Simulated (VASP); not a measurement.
# Os (Fm-3m) in VASP: a series of runs, part 2 of 2

VASP 6.6.1. The steps go on from the part before.

## (4) Electric field gradients, PBEsol (15.30 Å³/atom)

This run uses another cell than the first one, of 15.30 Å³/atom.

INCAR reads:

```
SYSTEM = Os
  ALGO = Normal
  EDIFF = 1E-8
  ENCUT = 520
  GGA = PS
  ISIF = 2
  ISMEAR = -1
  LASPH = .True.
  LCHARG = .False.
  LEFG = .True.
  LREAL = .False.
  LWAVE = .False.
  NBANDS = 10
  NELM = 60
  PREC = Accurate
  SIGMA = 0.03
```

KPOINTS reads:

```
k-points
0
Gamma
  14 14 14
  0 0 0
```

POSCAR reads:

```
Os
1.0
    0.0000000000      1.9705950404      1.9705950404
    1.9705950404      0.0000000000      1.9705950404
    1.9705950404      1.9705950404      0.0000000000
Os
1
Direct
    0.0000000000      0.0000000000      0.0000000000
```

Potentials or basis: VASP PAW PBE potentials, release 64 (Os).

Started as:

```sh
$ cat potpaw_PBE.64/Os/POTCAR > POTCAR
$ mpirun -np 1 vasp_std > vasp.out
```

OUTCAR:

```text
SYSTEM = Os
   EDIFF = 1E-8
   ENCUT = 520
   GGA = PS
   ISIF = 2
   ISMEAR = -1
   LASPH = .True.
   LREAL = .False.
   NELM = 60
   PREC = Accurate

 ion  position               nearest neighbor table
   1  0.000  0.000  0.000-

  LATTYP: Found a face centered cubic cell.
 ALAT       =     3.9411900808

  Lattice vectors:

 A1 = (   0.0000000000,   1.9705950404,   1.9705950404)
 A2 = (   1.9705950404,   0.0000000000,   1.9705950404)
 A3 = (   1.9705950404,   1.9705950404,   0.0000000000)

Analysis of symmetry for initial positions (statically):
=====================================================================
 Subroutine PRICEL returns:
 Original cell was already a primitive cell.

 Routine SETGRP: Setting up the symmetry group for a
 face centered cubic supercell.

[... 493 lines left out ...]
  external PRESSURE =    -317.6244668 kB  Pullay stress =       0.0000000 kB

 VOLUME and BASIS-vectors are now :
 -----------------------------------------------------------------------------
  energy-cutoff  :      520.00
  volume of cell :       15.30
      direct lattice vectors                 reciprocal lattice vectors
     0.000000000  1.970595040  1.970595040    -0.253730467  0.253730467  0.253730467
     1.970595040  0.000000000  1.970595040     0.253730467 -0.253730467  0.253730467
     1.970595040  1.970595040  0.000000000     0.253730467  0.253730467 -0.253730467

 POSITION                                       TOTAL-FORCE (eV/Angst)
 -----------------------------------------------------------------------------------
      0.00000      0.00000      0.00000         0.000000     -0.000000      0.000000
 -----------------------------------------------------------------------------------
    total drift:                               -0.000000     -0.000000     -0.000000

  FREE ENERGIE OF THE ION-ELECTRON SYSTEM (eV)
  ---------------------------------------------------
  free  energy   TOTEN  =       -11.9485213735 eV

  energy  without entropy=      -11.9438273632  energy(sigma->0) =      -11.94617437

 Electric field gradients (V/A^2)
---------------------------------------------------------------------
 ion       V_xx      V_yy      V_zz      V_xy      V_xz      V_yz
---------------------------------------------------------------------
   1      -0.000    -0.000     0.000     0.000     0.000     0.000
---------------------------------------------------------------------

 Electric field gradients after diagonalization (V/A^2)
 (convention: |V_zz| > |V_xx| > |V_yy|)
----------------------------------------------------------------------
 ion       V_xx      V_yy      V_zz     asymmetry (V_yy - V_xx)/ V_zz
----------------------------------------------------------------------
   1      -0.000    -0.000     0.000       0.000
----------------------------------------------------------------------

           NMR quadrupolar parameters

 Cq : quadrupolar parameter    Cq=e*Q*V_zz/h
 eta: asymmetry parameters     (V_yy - V_xx)/ V_zz
 Q  : nuclear electric quadrupole moment in mb (millibarn)
----------------------------------------------------------------------
 ion       Cq(MHz)       eta       Q (mb)
----------------------------------------------------------------------
   1       0.000       0.000       1.000
----------------------------------------------------------------------
```

OSZICAR:

```text
N       E                     dE             d eps       ncg     rms          rms(c)
DAV:   1     0.328143028653E+02    0.32814E+02   -0.41380E+03  2128   0.735E+02
DAV:   2    -0.117012348396E+02   -0.44516E+02   -0.41022E+02  2140   0.192E+02
DAV:   3    -0.127799224997E+02   -0.10787E+01   -0.10711E+01  2440   0.279E+01
DAV:   4    -0.127827797599E+02   -0.28573E-02   -0.28569E-02  2294   0.159E+00
DAV:   5    -0.127827897806E+02   -0.10021E-04   -0.10021E-04  2276   0.866E-02    0.140E+01
DAV:   6    -0.121103536085E+02    0.67244E+00   -0.89658E-01  2456   0.742E+00    0.554E+00
DAV:   7    -0.119532003809E+02    0.15715E+00   -0.47779E-01  2532   0.514E+00    0.284E-01
DAV:   8    -0.119500163244E+02    0.31841E-02   -0.20628E-03  2160   0.363E-01    0.194E-01
DAV:   9    -0.119485233160E+02    0.14930E-02   -0.68317E-04  2276   0.275E-01    0.282E-02
DAV:  10    -0.119485240408E+02   -0.72485E-06   -0.76984E-06  2246   0.201E-02    0.994E-03
DAV:  11    -0.119485214161E+02    0.26247E-05   -0.72340E-07  2250   0.124E-02    0.131E-03
DAV:  12    -0.119485213783E+02    0.37799E-07   -0.67562E-09  1494   0.716E-04    0.250E-04
DAV:  13    -0.119485213735E+02    0.48366E-08   -0.37240E-10  1154   0.223E-04
   1 F= -.11948521E+02 E0= -.11946174E+02  d E =-.469401E-02
```

stdout:

```text
POSCAR found type information on POSCAR Os
 POSCAR found :  1 types and       1 ions
 scaLAPACK will be used
 -----------------------------------------------------------------------------
|                                                                             |
|                                                                             |
|     You enforced a specific xc type in the INCAR file but a different       |
|     I HOPE YOU KNOW WHAT YOU ARE DOING!                                     |
|                                                                             |
 -----------------------------------------------------------------------------

 LDA part: xc-table for (Slater+PW92), standard interpolation
 POSCAR, INCAR and KPOINTS ok, starting setup
 FFT: planning ... GRIDC
 FFT: planning ... GRID_SOFT
 FFT: planning ... GRID
 WAVECAR not read
 entering main loop
ion   1
```

It took 26 s on 1 thread of Intel Xeon 8259CL, shared host; peak memory 0.15 GiB.

Results:

| Quantity | Value |
| --- | --- |
| Free energy | -11.9485 eV |
| Pressure | -31.8 GPa |
| Band gap on the k mesh | zero (bands 4 and 5 overlap by 3.34 eV) |
| Largest electric field gradient by atom | zero within the noise of the run |

Caveat: the cell stands under tension; the PAW data sets were made with another functional, which shifts forces and pressure a little; spin-orbit coupling is left out, which moves the levels of the heavy elements.

## (5) Electric field gradients, PBEsol (15.60 Å³/atom)

This run uses another cell than the first one, of 15.60 Å³/atom.

INCAR reads:

```
SYSTEM = Os
PREC     = Accurate       ! precision mode
ENCUT    = 520            ! plane-wave cutoff, eV
EDIFF    = 1E-8           ! SCF threshold, eV
ISMEAR   = -1             ! smearing method
SIGMA    = 0.03           ! smearing width, eV
LREAL    = .False.        ! projectors in reciprocal space
LASPH    = .True.         ! aspherical terms in the spheres
NELM     = 80             ! most SCF steps
ALGO     = Normal         ! electronic algorithm
ISIF     = 2              ! what is computed and relaxed
LWAVE    = .False.        ! write WAVECAR
LCHARG   = .False.        ! write CHGCAR
GGA      = PS             ! functional
LEFG     = .True.       
NBANDS   = 10             ! bands
```

KPOINTS reads:

```
Automatic mesh
0
Gamma
  14 14 14
  0 0 0
```

POSCAR reads:

```
Os
1.0
    0.0000000000      1.9831469396      1.9831469396
    1.9831469396      0.0000000000      1.9831469396
    1.9831469396      1.9831469396      0.0000000000
Os
1
Direct
    0.0000000000      0.0000000000      0.0000000000
```

Potentials or basis: VASP PAW PBE potentials, release 64 (Os).

Started as:

```sh
$ cat potpaw_PBE.64/Os/POTCAR > POTCAR
$ mpirun -np 1 vasp_std > vasp.out
```

OUTCAR:

```text
SYSTEM = Os
   PREC = Accurate
   ENCUT = 520
   EDIFF = 1E-8
   ISMEAR = -1
   LREAL = .False.
   LASPH = .True.
   NELM = 80
   ISIF = 2
   GGA = PS

 ion  position               nearest neighbor table
   1  0.000  0.000  0.000-

  LATTYP: Found a face centered cubic cell.
 ALAT       =     3.9662938792

  Lattice vectors:

 A1 = (   0.0000000000,   1.9831469396,   1.9831469396)
 A2 = (   1.9831469396,   0.0000000000,   1.9831469396)
 A3 = (   1.9831469396,   1.9831469396,   0.0000000000)

[... 516 lines left out ...]
    total drift:                                0.000000     -0.000000     -0.000000

  FREE ENERGIE OF THE ION-ELECTRON SYSTEM (eV)
  ---------------------------------------------------
  free  energy   TOTEN  =       -11.8858836200 eV

  energy  without entropy=      -11.8811306277  energy(sigma->0) =      -11.88350712

 Electric field gradients (V/A^2)
---------------------------------------------------------------------
 ion       V_xx      V_yy      V_zz      V_xy      V_xz      V_yz
---------------------------------------------------------------------
   1       0.000     0.000     0.000     0.000     0.000     0.000
---------------------------------------------------------------------

 Electric field gradients after diagonalization (V/A^2)
 (convention: |V_zz| > |V_xx| > |V_yy|)
----------------------------------------------------------------------
 ion       V_xx      V_yy      V_zz     asymmetry (V_yy - V_xx)/ V_zz
----------------------------------------------------------------------
   1      -0.000    -0.000     0.000       0.000
----------------------------------------------------------------------

           NMR quadrupolar parameters

 Cq : quadrupolar parameter    Cq=e*Q*V_zz/h
 eta: asymmetry parameters     (V_yy - V_xx)/ V_zz
 Q  : nuclear electric quadrupole moment in mb (millibarn)
----------------------------------------------------------------------
 ion       Cq(MHz)       eta       Q (mb)
----------------------------------------------------------------------
   1       0.000       0.000       1.000
----------------------------------------------------------------------
```

stdout:

```text
POSCAR found type information on POSCAR Os
 POSCAR found :  1 types and       1 ions
 scaLAPACK will be used
 -----------------------------------------------------------------------------
|                                                                             |
|                                                                             |
|     You enforced a specific xc type in the INCAR file but a different       |
|     I HOPE YOU KNOW WHAT YOU ARE DOING!                                     |
|                                                                             |
 -----------------------------------------------------------------------------

 LDA part: xc-table for (Slater+PW92), standard interpolation
 POSCAR, INCAR and KPOINTS ok, starting setup
 FFT: planning ... GRIDC
 FFT: planning ... GRID_SOFT
 FFT: planning ... GRID
 WAVECAR not read
 entering main loop
ion   1
```

Wall time 22 s (1 thread of Intel Xeon 8259CL, shared host); peak memory 0.15 GiB.

What came out:

| Quantity | Value |
| --- | --- |
| Free energy | -11.8859 eV |
| Pressure | -36.6 GPa |
| Band gap on the k mesh | zero (bands 4 and 5 overlap by 3.28 eV) |
| Largest electric field gradient by atom | zero within the noise of the run |

Levels at points of the mesh, in eV from the Fermi level:
```tsv
k point	band 2	band 3	band 4	band 5	band 6	band 7
(0.00, 0.00, 0.00)	-2.53	-2.53	-2.53	0.05	0.05	14.35
(0.50, 0.00, 0.00)	-2.65	-2.65	-0.14	2.09	2.09	7.69
(0.50, 0.50, 0.00)	-5.86	2.05	2.17	2.66	2.66	10.58
```

Caveat: the cell stands under tension; the PAW data sets were made with another functional, which shifts forces and pressure a little; spin-orbit coupling is left out, which moves the levels of the heavy elements.

## (6) Overview

| cell | gap on the mesh (eV) | pressure (GPa) |
| --- | --- | --- |
| a = 2.769 Å, angles 60.0°, 1 atom | none | -26.3 |
| a = 2.787 Å, angles 60.0°, 1 atom | none | -31.8 |
| a = 2.805 Å, angles 60.0°, 1 atom | none | -36.6 |

Alike in all rows: task electric field gradients; level PBEsol; potentials or basis VASP PAW PBE potentials, release 64 (Os); no spin polarisation; k mesh 14 × 14 × 14; cutoff (eV) 520; smearing fermi-dirac 0.03 eV.

Caveats: the cell stands under tension; the PAW data sets were made with another functional, which shifts forces and pressure a little; spin-orbit coupling is left out, which moves the levels of the heavy elements.

Total energies depend on the potentials used, so only differences within one code and one set of settings carry meaning.
